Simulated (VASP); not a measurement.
Crystal: InGa3AsP.

```
CELL_PARAMETERS angstrom
5.84769 0.00000 0.00000
-2.92385 5.06425 0.00000
0.00000 0.00000 4.29949
ATOMIC_POSITIONS crystal
In 0.66667 0.33333 0.00000
Ga 0.66505 0.83253 0.50000
Ga 0.16747 0.83253 0.50000
Ga 0.16747 0.33495 0.50000
P 0.00000 0.00000 0.00000
As 0.33333 0.66667 0.00000
```

The cell was generated, and may not be a known phase.

| Quantity | Value |
| --- | --- |
| Program | VASP 6.6.1 |
| Task | relaxation of cell and atoms |
| Functional | PBE |
| Potentials or basis | VASP PAW PBE potentials, release 64 (In_d, Ga_d, P, As) |
| Cutoff | 600 eV |
| k mesh | 3 × 3 × 4 |
| Occupations | gaussian, width 0.1 eV |
| Spin | no spin polarisation |

At the start: pressure 0.3 GPa; volume 21.22 Å³/atom.

Problem. How do energy, volume and symmetry change on relaxing?

Solution. Over 8 steps the energy falls by 82.6 meV/atom and the volume is 21.96 Å³/atom (+3.5 %); space group P-6m2 (No. 187, to 0.1 Å) before and after.

The path:
| step | energy change (eV) | largest force (eV/Å) | pressure (GPa) | volume (Å³) |
| --- | --- | --- | --- | --- |
| 1 | 0.0000 | 0.4743 | 0.35 | 127.33 |
| 2 | -0.3167 | 0.2764 | 0.09 | 128.03 |
| 3 | -0.2811 | 0.1758 | 2.94 | 128.33 |
| 4 | -0.4726 | 0.0148 | 0.97 | 128.53 |
| 5 | -0.4822 | 0.0409 | 1.35 | 128.55 |
| 6 | -0.4831 | 0.0320 | 1.28 | 128.55 |
| 7 | -0.4937 | 0.0223 | -0.49 | 133.02 |
| 8 | -0.4956 | 0.0241 | -0.05 | 131.75 |

Final structure:
```
In Ga P As
1.0
     6.25806    0.00000    0.00000
    -3.12903    5.41964    0.00000
     0.00000    0.00000    3.88457
In Ga P As
1 3 1 1
Direct
  0.66667 0.33333 0.00000
  0.67791 0.83895 0.50000
  0.16105 0.83895 0.50000
  0.16105 0.32209 0.50000
  0.00000 0.00000 0.00000
  0.33333 0.66667 0.00000
```

Caveat: the k points lie up to 0.40 Å⁻¹ apart in the final cell, too coarse for converged energies and pressures of a metal.
